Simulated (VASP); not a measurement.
Ru: relaxation of shape and atoms at fixed volume with PBEsol

Crystal: Ru.

```
Ru
1.0
     2.67363    0.00000    0.00000
    -1.33681    2.31543    0.00000
     0.00000    0.00000    4.22321
Ru
2
Direct
  0.33333 0.66667 0.25000
  0.66667 0.33333 0.75000
```

```yaml
Program: VASP 6.6.1
Task: relaxation of shape and atoms at fixed volume
Functional: PBEsol
Potentials_or_basis: VASP PAW PBE potentials, release 64 (Ru_pv)
Cutoff: 600 eV
k_mesh: 18 × 18 × 10
Occupations: fermi-dirac, width 0.15 eV
Spin: no spin polarisation
Dipole_correction: no
Further_INCAR_settings: ALGO = Fast; EDIFF = 1e-07; IBRION = 2; EDIFFG = -0.001; NSW = 80; ISIF = 4
```

```
Energy gained by relaxing : 0.0 meV/atom
Ionic steps               : 6
Pressure after relaxing   : 7.2 GPa
Band gap on the k mesh    : zero (bands 14 and 15 overlap by 3.32 eV)
```

Final structure:
```yaml
crystal:
  lattice:
    - [2.67277, 0.00000, 0.00000]
    - [-1.33639, 2.31469, 0.00000]
    - [0.00000, 0.00000, 4.22590]
  atoms:
    - { symbol: Ru, position: [0.33333, 0.66667, 0.25000] }
    - { symbol: Ru, position: [0.66667, 0.33333, 0.75000] }
```

Levels at points of the mesh, in eV from the Fermi level:
| k point | band 12 | band 13 | band 14 | band 15 | band 16 | band 17 |
| --- | --- | --- | --- | --- | --- | --- |
| (0.00, 0.00, 0.00) | -2.04 | -2.04 | -1.49 | -1.49 | 1.25 | 1.25 |
| (0.50, 0.00, 0.00) | -1.91 | -1.61 | 1.52 | 1.97 | 2.06 | 4.26 |
| (0.00, 0.00, 0.50) | -2.95 | -2.87 | -2.87 | 0.58 | 0.58 | 0.58 |
| (0.50, 0.00, 0.50) | -1.14 | 0.44 | 0.44 | 1.79 | 1.79 | 3.51 |

It took 8.3 min on 1 thread of Intel Xeon 8259CL, on a shared host, peak memory 0.24 GiB.

Caveat: the PAW data sets were made with another functional, which shifts forces and pressure a little.
